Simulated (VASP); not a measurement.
CuAu:

```xyz
2
Lattice="2.8294 0.0000 0.0000 0.0000 2.8294 0.0000 0.0000 0.0000 3.7094" Properties=species:S:1:pos:R:3 pbc="T T T"
Au    0.0000    0.0000    0.0000
Cu    1.4147    1.4147    1.8547
```

Base run:

```yaml
Program: VASP 6.6.1
Functional: r2SCAN
Potentials_or_basis: VASP PAW PBE potentials, release 64 (Au, Cu)
Cutoff: 520 eV
k_mesh: 9 × 9 × 7
Occupations: fermi-dirac, width 0.05 eV
Spin: no spin polarisation
```

Its results: band gap on the k mesh zero (band 11 reaches 11.84 eV, above the bottom of band 12 at 6.27 eV); pressure -3.3 GPa.

The run is repeated on the same cell with these changes: functional from r2SCAN to PBE0; k mesh from 9 × 9 × 7 to 6 × 6 × 4. What comes out?

Band gap on the k mesh zero (band 11 reaches 14.64 eV, above the bottom of band 12 at 4.54 eV); pressure 0.0 GPa.

Several settings changed at once, so the effect can't be laid on one alone.

Caveats: some runs use coarse meshes; the PAW data sets were made with another functional, which shifts forces and pressure a little; spin-orbit coupling is left out, which moves the levels of the heavy elements.
